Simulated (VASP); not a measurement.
# SiNi3 (P-4m2) in VASP: notebook

Runs on SiNi3. Level: PBE. Tasks: single point.

Program: VASP 6.6.1. These are calculated values, not measurements. Logs are shortened: lines on timing, memory, paths and dates and some standing lists are left out, and cuts for length are marked.

### 1 The cell of the first run

It takes space group P-4m2 (No. 115, tetragonal). Conventional cell: a = 3.506 Å, b = 3.506 Å, c = 3.506 Å, α = 90.00°, β = 90.00°, γ = 90.00°. Within 3.2 Å of Si (site symmetry -4m2) lie 12 Ni at 2.40 to 2.57 Å. Within 3.2 Å of Ni (site symmetry 2mm) lie 4 Si at 2.40 to 2.57 Å and 8 Ni at 2.40 to 2.57 Å. Within 3.2 Å of Ni (site symmetry -4m2) lie 8 Ni at 2.40 to 2.57 Å and 4 Si at 2.48 Å.

### 2 Single point, PBE (atoms displaced along a vibrational mode)

File INCAR:

```
ALGO = Fast ; EDIFF = 1E-6
ENCUT = 520 ; GGA = PE
ISIF = 2 ; ISMEAR = 0
LASPH = T ; LCHARG = T
LELF = T ; LREAL = F
LVHAR = T ; LWAVE = F
NBANDS = 44 ; NELM = 80
PREC = Accurate ; SIGMA = 0.15
```

File KPOINTS:

```
k-points
0
Gamma
  14 14 8
```

File POSCAR:

```
SiNi3
1.0
    3.5062596409      0.0000000000      0.0000000000
    0.0000000000      3.5062596409      0.0000000000
    0.0000000000      0.0000000000      7.0125192817
Si Ni
2 6
Direct
    0.0000000000      0.0000000000      0.0000000000
    0.0000000000      0.0000000000      0.5000000000
    0.0000000000      0.5000000000      0.2671122524
    0.0000000000      0.5000000000      0.7671122524
    0.5000000000      0.0000000000      0.2328877476
    0.5000000000      0.0000000000      0.7328877476
    0.5000000000      0.5000000000      0.0000000000
    0.5000000000      0.5000000000      0.5000000000
```

Potentials or basis: VASP PAW PBE potentials, release 64 (Si, Ni).

Started as:

```console
cat potpaw_PBE.64/Si/POTCAR potpaw_PBE.64/Ni/POTCAR > POTCAR
mpirun -np 1 vasp_std > vasp.out
```

OUTCAR:

```text
EDIFF = 1E-6
   ENCUT = 520
   GGA = PE
   ISIF = 2
   ISMEAR = 0
   LASPH = T
   LREAL = F
   NELM = 80
   PREC = Accurate

 ion  position               nearest neighbor table
   1  0.000  0.000  0.000-   4 2.40   5 2.40   4 2.40   5 2.40   7 2.48   7 2.48   7 2.48   7 2.48
                             3 2.57   6 2.57   6 2.57   3 2.57
   2  0.000  0.000  0.500-   3 2.40   6 2.40   3 2.40   6 2.40   8 2.48   8 2.48   8 2.48   8 2.48
                             5 2.57   4 2.57   4 2.57   5 2.57
   3  0.000  0.500  0.267-   2 2.40   8 2.40   2 2.40   8 2.40   5 2.49   5 2.49   5 2.49   5 2.49
                             1 2.57   7 2.57   7 2.57   1 2.57
   4  0.000  0.500  0.767-   1 2.40   7 2.40   1 2.40   7 2.40   6 2.49   6 2.49   6 2.49   6 2.49
                             2 2.57   2 2.57   8 2.57   8 2.57
   5  0.500  0.000  0.233-   1 2.40   7 2.40   7 2.40   1 2.40   3 2.49   3 2.49   3 2.49   3 2.49
                             2 2.57   2 2.57   8 2.57   8 2.57
   6  0.500  0.000  0.733-   2 2.40   8 2.40   8 2.40   2 2.40   4 2.49   4 2.49   4 2.49   4 2.49
                             1 2.57   7 2.57   7 2.57   1 2.57
   7  0.500  0.500  0.000-   4 2.40   5 2.40   5 2.40   4 2.40   1 2.48   1 2.48   1 2.48   1 2.48
                             3 2.57   3 2.57   6 2.57   6 2.57
   8  0.500  0.500  0.500-   3 2.40   6 2.40   6 2.40   3 2.40   2 2.48   2 2.48   2 2.48   2 2.48
                             5 2.57   5 2.57   4 2.57   4 2.57

  LATTYP: Found a simple tetragonal cell.
 ALAT       =     3.5062596409
 C/A-ratio  =     2.0000000000

  Lattice vectors:

 A1 = (   3.5062596409,   0.0000000000,   0.0000000000)
 A2 = (   0.0000000000,   3.5062596409,   0.0000000000)
 A3 = (   0.0000000000,   0.0000000000,   7.0125192817)

Analysis of symmetry for initial positions (statically):
=====================================================================
 Subroutine PRICEL returns following result:

  LATTYP: Found a simple cubic cell.
 ALAT       =     3.5062596409

  Lattice vectors:

 A1 = (   3.5062596409,   0.0000000000,   0.0000000000)
 A2 = (   0.0000000000,   3.5062596409,   0.0000000000)
 A3 = (   0.0000000000,   0.0000000000,   3.5062596409)

   2 primitive cells build up your supercell.

 Routine SETGRP: Setting up the symmetry group for a
 simple tetragonal supercell.

 Subroutine GETGRP returns: Found  8 space group operations
 (whereof  8 operations were pure point group operations)
 out of a pool of 16 trial point group operations.

The static configuration has the point symmetry D_2d.

Analysis of symmetry for dynamics (positions and initial velocities):
=====================================================================
 Subroutine PRICEL returns following result:

  LATTYP: Found a simple cubic cell.
 ALAT       =     3.5062596409

  Lattice vectors:

 A1 = (   3.5062596409,   0.0000000000,   0.0000000000)
 A2 = (   0.0000000000,   3.5062596409,   0.0000000000)
 A3 = (   0.0000000000,   0.0000000000,   3.5062596409)

   2 primitive cells build up your supercell.

 Routine SETGRP: Setting up the symmetry group for a
 simple tetragonal supercell.

 Subroutine GETGRP returns: Found  8 space group operations
 (whereof  8 operations were pure point group operations)
 out of a pool of 16 trial point group operations.

The dynamic configuration has the point symmetry D_2d.

 Subroutine INISYM returns: Found  8 space group operations
 (whereof  8 operations are pure point group operations),
 and found     2 'primitive' translations

----------------------------------------------------------------------------------------

                                     Primitive cell

  volume of cell :      43.1055

  direct lattice vectors                    reciprocal lattice vectors
     3.506259641  0.000000000  0.000000000     0.285204207  0.000000000  0.000000000
     0.000000000  3.506259641  0.000000000     0.000000000  0.285204207  0.000000000
     0.000000000  0.000000000  3.506259641     0.000000000  0.000000000  0.285204207

  length of vectors
     3.506259641  3.506259641  3.506259641     0.285204207  0.285204207  0.285204207

  position of ions in fractional coordinates (direct lattice)
     0.000000000  0.000000000  0.000000000
     0.000000000  0.500000000  0.534224505
     0.500000000  0.000000000  0.465775495
     0.500000000  0.500000000  0.000000000

  ion indices of the primitive-cell ions
   primitive index   ion index
                 1           1
                 2           4
                 3           5
                 4           7

----------------------------------------------------------------------------------------

 KPOINTS: k-points

Automatic generation of k-mesh.
 Grid dimensions read from file:
 generate k-points for:   14   14    8

 Generating k-lattice:

  Cartesian coordinates                     Fractional coordinates (reciprocal lattice)
     0.020371729  0.000000000  0.000000000     0.071428571  0.000000000  0.000000000
     0.000000000  0.020371729  0.000000000     0.000000000  0.071428571  0.000000000
     0.000000000  0.000000000  0.017825263     0.000000000  0.000000000  0.125000000

  Length of vectors
     0.020371729  0.020371729  0.017825263

  Shift w.r.t. Gamma in fractional coordinates (k-lattice)
     0.000000000  0.000000000  0.000000000

 Subroutine IBZKPT returns following result:
 ===========================================

 Found    180 irreducible k-points:

 Following reciprocal coordinates:
            Coordinates               Weight
  0.000000  0.000000  0.000000      1.000000
  0.071429  0.000000  0.000000      4.000000
  0.142857  0.000000  0.000000      4.000000
  0.214286  0.000000  0.000000      4.000000
  0.285714  0.000000  0.000000      4.000000
  0.357143  0.000000  0.000000      4.000000
[... 16 lines left out ...]
  0.285714  0.214286  0.000000      8.000000
  0.357143  0.214286  0.000000      8.000000
 [... further k-points ...]
   k-points           NKPTS =    180   k-points in BZ     NKDIM =    180   number of bands    NBANDS=     44
   number of dos      NEDOS =    301   number of ions     NIONS =      8
   total plane-waves  NPLWV =  42336
   dimension x,y,z NGX =    28 NGY =   28 NGZ =   54
   dimension x,y,z NGXF=    56 NGYF=   56 NGZF=  108
   ions per type =               2   6
   NGX,Y,Z   is equivalent  to a cutoff of  13.28, 13.28, 12.80 a.u.
   NGXF,Y,Z  is equivalent  to a cutoff of  26.55, 26.55, 25.60 a.u.
 SYSTEM =  unknown system
   PREC   = accura    normal or accurate (medium, high low for compatibility)
   ISTART =      0    job   : 0-new  1-cont  2-samecut
   ICHARG =      2    charge: 1-file 2-atom 10-const
   ISPIN  =      1    spin polarized calculation?
   LNONCOLLINEAR =      F non collinear calculations
   LSORBIT =      F    spin-orbit coupling
   LASPH  =      T    aspherical Exc in radial PAW
   ENCUT  =  520.0 eV  38.22 Ry    6.18 a.u.   6.52  6.52 13.04*2*pi/ulx,y,z
   NELM   =     80;   NELMIN=  2; NELMDL= -5     # of ELM steps
   EDIFF  = 0.1E-05   stopping-criterion for ELM
   LREAL  =      F    real-space projection
   EDIFFG = 0.1E-04   stopping-criterion for IOM
   NSW    =      0    number of steps for IOM
   IBRION =     -1    ionic relax: 0-MD 1-quasi-New 2-CG
   NFREE  =      0    steps in history (QN), initial steepest desc. (CG)
   ISIF   =      2    stress and relaxation
   ISYM   =      2    0-nonsym 1-usesym 2-fastsym
   POTIM  = 0.5000    time-step for ionic-motion
   TEBEG  =    0.0;   TEEND  =   0.0 temperature during run
   PSTRESS=    0.0 pullay stress
   NELECT =      68.0000    total number of electrons
   NUPDOWN=      -1.0000    fix difference up-down
   EMIN   =  10.00;   EMAX   =-10.00  energy-range for DOS
   EFERMI =   0.00;   METHOD = LEGACY
   ISMEAR =     0;   SIGMA  =   0.15  broadening in eV -4-tet -1-fermi 0-gaus
   EFERMI_NEDOS =   21; number of points for ismear=-14 and -15
   IALGO  =     68    algorithm
   IMIX   =      4    mixing-type and parameters
     AMIX     =   0.40;   BMIX     =  1.00
     AMIX_MAG =   1.60;   BMIX_MAG =  1.00
  volume/ion in A,a.u.               =      10.78        72.72
  Fermi-wavevector in a.u.,A,eV,Ry     =   1.512599  2.858397 31.129516  2.287955
  Thomas-Fermi vector in A             =   2.622502
   LORBIT       =      0    0 simple, 1 ext, 2 COOP (PROOUT), +10 PAW based schemes
   GGA     = PE    functional components
   LHFCALC =     F    Hartree Fock is set to
   AEXX    =    0.0000 exact exchange contribution
   IVDW    =     0    specifies the selected vdW correction
   LEPSILON=     F    determine dielectric tensor
   LRPA    =     F    only Hartree local field effects (RPA)
 non-spin polarized calculation
 RMM-DIIS sequential band-by-band and
 Gauss-broadening in eV      SIGMA  =   0.15
  energy-cutoff  :      520.00
  volume of cell :       86.21
 maximum number of plane-waves:      2355
 NGX is ok and might be reduce to    28
   NGX = 13   NGY = 13   NGZ = 27

 number of electron      67.9999951 magnetization

 Free energy of the ion-electron system (eV)
  ---------------------------------------------------
  ext. energy  EPLUGINS =         0.00000000
  ---------------------------------------------------
  free energy    TOTEN  =       -47.15108129 eV

  energy without entropy =      -47.10395157  energy(sigma->0) =      -47.12751643

 E-fermi :  10.6614     XC(G=0): -13.0910

 val. band max:       10.6582358998   @ k =   0.1429   0.0000   0.0000
 cond. band min:      10.6623281754   @ k =   0.2143   0.0000   0.0000
 fundamental gap:      0.0040922755
 Fermi energy:        10.6614447816

 k-point     1 :       0.0000    0.0000    0.0000
  band No.  band energies     occupation
      1      -1.2717      2.00000
      2       0.7611      2.00000
      3       2.9578      2.00000
      4       5.7944      2.00000
      5       6.5650      2.00000
      6       6.6420      2.00000
[... 36 lines left out ...]
     43      16.6669      0.00000
     44      16.8945      0.00000
[... 1040 lines left out ...]
      4       4.5719      2.00000
      5       5.3311      2.00000
      6       5.9803      2.00000
[... 36 lines left out ...]
     43      16.8605      0.00000
     44      18.0218      0.00000

 [... further k-points ...]

------------------------ aborting loop because EDIFF is reached ----------------------------------------

  FORCE on cell =-STRESS in cart. coord.  units (eV):
  Direction    XX          YY          ZZ          XY          YZ          ZX
  --------------------------------------------------------------------------------------
  -------------------------------------------------------------------------------------
  Total        0.9077613      0.9077613      1.0271417      0.0000000      0.0000000      0.0000000
  in kB       16.8701916     16.8701916     19.0888042      0.0000000      0.0000000      0.0000000
  external PRESSURE =      17.6097291 kB  Pullay stress =       0.0000000 kB

 VOLUME and BASIS-vectors are now :
 -----------------------------------------------------------------------------
  energy-cutoff  :      520.00
  volume of cell :       86.21
      direct lattice vectors                 reciprocal lattice vectors
     3.506259641  0.000000000  0.000000000     0.285204207  0.000000000  0.000000000
     0.000000000  3.506259641  0.000000000     0.000000000  0.285204207  0.000000000
     0.000000000  0.000000000  7.012519282     0.000000000  0.000000000  0.142602103

 POSITION                                       TOTAL-FORCE (eV/Angst)
 -----------------------------------------------------------------------------------
      0.00000      0.00000      0.00000        -0.000000      0.000000      0.000000
      0.00000      0.00000      3.50626        -0.000000      0.000000      0.000000
      0.00000      1.75313      1.87313         0.000000      0.000000     -0.969547
      0.00000      1.75313      5.37939        -0.000000      0.000000     -0.969547
      1.75313      0.00000      1.63313         0.000000      0.000000      0.969547
      1.75313      0.00000      5.13939        -0.000000      0.000000      0.969547
      1.75313      1.75313      0.00000        -0.000000     -0.000000     -0.000000
      1.75313      1.75313      3.50626        -0.000000     -0.000000     -0.000000
 -----------------------------------------------------------------------------------
    total drift:                                0.000000      0.000000      0.000000

  FREE ENERGIE OF THE ION-ELECTRON SYSTEM (eV)
  ---------------------------------------------------
  free  energy   TOTEN  =       -47.1510812949 eV

  energy  without entropy=      -47.1039515740  energy(sigma->0) =      -47.12751643
```

It took 6 min on 1 thread of Intel Xeon 6975P-C (Granite Rapids), shared host; peak memory 0.56 GiB.

Results:

| Property | Result |
| --- | --- |
| Free energy | -47.1511 eV |
| Pressure | 1.8 GPa |
| Largest force | 0.970 eV/Å |
| Band gap on the k mesh | zero (bands 34 and 35 overlap by 0.28 eV) |

Forces in eV/Å, atoms in the order of the input:
```
Si   0.000  0.000  0.000
Si   0.000  0.000  0.000
Ni   0.000  0.000 -0.970
Ni   0.000  0.000 -0.970
Ni   0.000  0.000  0.970
Ni   0.000  0.000  0.970
Ni   0.000  0.000  0.000
Ni   0.000  0.000  0.000
```

Levels at points of the mesh, in eV from the Fermi level:
```tsv
k point	band 30	band 31	band 32	band 33	band 34	band 35	band 36	band 37	band 38	band 39
(0.00, 0.00, 0.00)	-0.60	-0.60	-0.06	-0.03	0.01	0.01	0.05	3.60	3.60	4.79
(0.50, 0.00, 0.00)	-1.10	-0.92	-0.84	-0.54	0.01	0.63	0.64	3.39	3.61	5.17
(0.50, 0.50, 0.00)	-1.22	-0.92	-0.90	-0.58	-0.26	-0.26	-0.02	0.59	0.59	1.21
(0.00, 0.00, 0.50)	-0.62	-0.48	-0.48	-0.04	-0.04	1.40	1.40	1.40	1.40	5.34
(0.50, 0.00, 0.50)	-0.82	-0.78	-0.78	-0.44	-0.44	1.32	1.32	2.03	2.03	4.29
(0.50, 0.50, 0.50)	-1.01	-0.99	-0.99	-0.51	-0.51	0.17	0.17	0.17	0.17	2.48
```

Caveat: the cell differs from its parent crystal (atoms displaced along a vibrational mode). Spin polarisation is off, so any magnetic state and its effect on volume and gap are missing.

### 3 Single point, PBE (atoms displaced along a vibrational mode)

File INCAR:

```
SYSTEM = SiNi3
ALGO = Fast
EDIFF = 1E-6
ENCUT = 520
GGA = PE
ISIF = 2
ISMEAR = 0
LASPH = .True.
LCHARG = .False.
LREAL = .False.
LWAVE = .False.
NBANDS = 44
NELM = 80
PREC = Accurate
SIGMA = 0.15
```

File KPOINTS:

```
k-points
0
Gamma
  14 14 8
  0 0 0
```

File POSCAR:

```
SiNi3
1.0
    3.5062596409      0.0000000000      0.0000000000
    0.0000000000      3.5062596409      0.0000000000
    0.0000000000      0.0000000000      7.0125192817
Si Ni
2 6
Direct
    0.0000000000      0.0000000000      0.0000000000
    0.0000000000      0.0000000000      0.5000000000
    0.0000000000      0.5000000000      0.2371658107
    0.0000000000      0.5000000000      0.7371658107
    0.5000000000      0.0000000000      0.2628341893
    0.5000000000      0.0000000000      0.7628341893
    0.5000000000      0.5000000000      0.0000000000
    0.5000000000      0.5000000000      0.5000000000
```

Potentials or basis: VASP PAW PBE potentials, release 64 (Si, Ni).

Started as:

```console
cat potpaw_PBE.64/Si/POTCAR potpaw_PBE.64/Ni/POTCAR > POTCAR
mpirun -np 1 vasp_std > vasp.out
```

Run time: 5.9 min. Hardware: 1 thread of Intel Xeon 6975P-C (Granite Rapids), shared host; peak memory 0.57 GiB.

Results (log left out):

| Quantity | Value |
| --- | --- |
| Free energy | -47.2530 eV |
| Pressure | 1.0 GPa |
| Largest force | 0.729 eV/Å |
| Band gap on the k mesh | zero (bands 34 and 35 overlap by 0.26 eV) |

Forces in eV/Å, atoms in the order of the input:
```
Si   0.000  0.000  0.000
Si   0.000  0.000  0.000
Ni   0.000  0.000  0.729
Ni   0.000  0.000  0.729
Ni   0.000  0.000 -0.729
Ni   0.000  0.000 -0.729
Ni   0.000  0.000  0.000
Ni   0.000  0.000  0.000
```

Stress tensor (GPa, compression positive):
```
0.96 0.00 0.00
0.00 0.96 0.00
0.00 0.00 1.13
```

Levels at points of the mesh, in eV from the Fermi level:
```tsv
k point	band 30	band 31	band 32	band 33	band 34	band 35	band 36	band 37	band 38	band 39
(0.00, 0.00, 0.00)	-0.62	-0.60	-0.08	-0.03	-0.01	0.01	0.01	3.60	3.60	4.80
(0.50, 0.00, 0.00)	-1.12	-0.96	-0.89	-0.56	0.01	0.63	0.64	3.47	3.60	5.20
(0.50, 0.50, 0.00)	-1.23	-0.94	-0.93	-0.52	-0.25	-0.25	-0.09	0.61	0.61	1.20
(0.00, 0.00, 0.50)	-0.61	-0.53	-0.53	-0.02	-0.02	1.39	1.39	1.39	1.39	5.32
(0.50, 0.00, 0.50)	-0.83	-0.81	-0.81	-0.45	-0.45	1.33	1.33	2.04	2.04	4.28
(0.50, 0.50, 0.50)	-1.03	-1.01	-1.01	-0.51	-0.51	0.18	0.18	0.18	0.18	2.47
```

Caveat: the cell differs from its parent crystal (atoms displaced along a vibrational mode). Spin polarisation is off, so any magnetic state and its effect on volume and gap are missing.
